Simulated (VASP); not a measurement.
Set up this calculation in VASP 6.6.1, as the native input.

| Item | Value |
| --- | --- |
| Task | single point |
| Functional | PBE |
| Potentials or basis | VASP PAW PBE potentials, release 64 (Li_sv, H) |
| Cutoff | 520 eV |
| k mesh | 3 × 3 × 3 |
| Occupations | gaussian, width 0.1 eV |
| Spin | no spin polarisation |
| Dipole correction | no |
| Further INCAR settings | LREAL = Auto; ALGO = Normal; EDIFF = 1e-06; NBANDS = 38 |

The structure of Li16H (a cell with a defect) lies in POSCAR:

```
Li16H
1.0
    6.9800000000      0.0000000000      0.0000000000
    0.0000000000      6.9800000000      0.0000000000
    0.0000000000      0.0000000000      6.9800000000
Li H
16 1
Direct
    0.0306399713      0.0151684814      0.0001068768
    0.4576570201      0.0131244986      0.0001468481
    0.0052014327      0.4863657593      0.0000363897
   -0.0065816619     -0.0045032951      0.5000760745
    0.2504644699      0.2517626074      0.2630320917
    0.4998176218      0.5026585960      0.0000454155
    0.5046573066     -0.0142575931      0.5000773639
    0.7438156160      0.2389669054      0.2464385387
   -0.0267055874      0.4982888252      0.5000691977
    0.2444434097      0.7355265043      0.2655363897
    0.2504610315      0.2518087393      0.7369689112
    0.5184368195      0.5029061605      0.5000646132
    0.7526653295      0.7606904011      0.2310891117
    0.7438020057      0.2389396848      0.7536793696
    0.2444528653      0.7355863897      0.7345742120
    0.7526530086      0.7607434097      0.7690608883
    0.2393151862      0.1896126074     -0.0000166189
```

These files were run (other wordings do the same):

INCAR

```
SYSTEM = Li16H
PREC = Accurate
ENCUT = 520
EDIFF = 1E-6
ISMEAR = 0
SIGMA = 0.1
LREAL = Auto
LASPH = .True.
NELM = 80
ALGO = Normal
ISIF = 2
LWAVE = .False.
LCHARG = .False.
GGA = PE
NBANDS = 38
```

KPOINTS

```
Automatic mesh
0
Gamma
  3 3 3
  0 0 0
```

Potentials or basis: VASP PAW PBE potentials, release 64 (Li_sv, H).

Launch:

```bash
$ cat potpaw_PBE.64/Li_sv/POTCAR potpaw_PBE.64/H/POTCAR > POTCAR
$ mpirun -np 1 vasp_std > vasp.out
```

It gave:

The largest force is 0.032 eV/Å and the band gap on the k mesh is zero (an odd number of electrons rules out a gap without spin polarisation).

It took 4.4 min on 1 thread of Intel(R) Xeon(R) Platinum 8259CL CPU @ 2.50GHz (Skylake/Cascade Lake), with other jobs on the host, peak memory 0.41 GiB.
